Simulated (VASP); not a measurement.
Here is a VASP 6.6.1 calculation.

File INCAR:

```
SYSTEM = Ir
PREC = Accurate
ENCUT = 400
EDIFF = 1E-6
ISMEAR = 0
SIGMA = 0.1
LREAL = .False.
LASPH = .True.
NELM = 120
ALGO = Normal
ISIF = 2
LWAVE = .False.
LCHARG = .False.
LDIPOL = .True.
IDIPOL = 3
DIPOL = 0.5 0.5 0.499
GGA = PE
NBANDS = 26
GGA_COMPAT = .False.
NELMDL = -8
```

Contents of KPOINTS:

```
Automatic mesh
0
Gamma
  12 12 1
  0 0 0
```

File POSCAR:

```
Ir
1.0
    2.7369706003      0.0000000000      0.0000000000
   -1.3684853001      2.3702860693      0.0000000000
    0.0000000000      0.0000000000     23.7041814117
Ir
4
Direct
    0.6666666667      0.3333333333      0.3585865233
    0.3333333333      0.6666666667      0.4528621744
    0.0000000000      0.0000000000      0.5455605253
    0.6666666667      0.3333333333      0.6380657548
```

Potentials or basis: VASP PAW PBE potentials, release 64 (Ir).

Run with:

```bash
$ cat potpaw_PBE.64/Ir/POTCAR > POTCAR
$ mpirun -np 1 vasp_std > vasp.out
```

Q: Estimate the largest force.

A: 0.399 eV/Å.

Q: Predict the band gap on the k mesh.

A: Zero (bands 18 and 19 overlap by 2.31 eV).

Forces in eV/Å, atoms in the order of the input:
```
Ir   0.000  0.000  0.370
Ir   0.000  0.000 -0.399
Ir   0.000  0.000 -0.006
Ir   0.000  0.000  0.035
```

Caveat: spin-orbit coupling is left out, which moves the levels of the heavy elements.
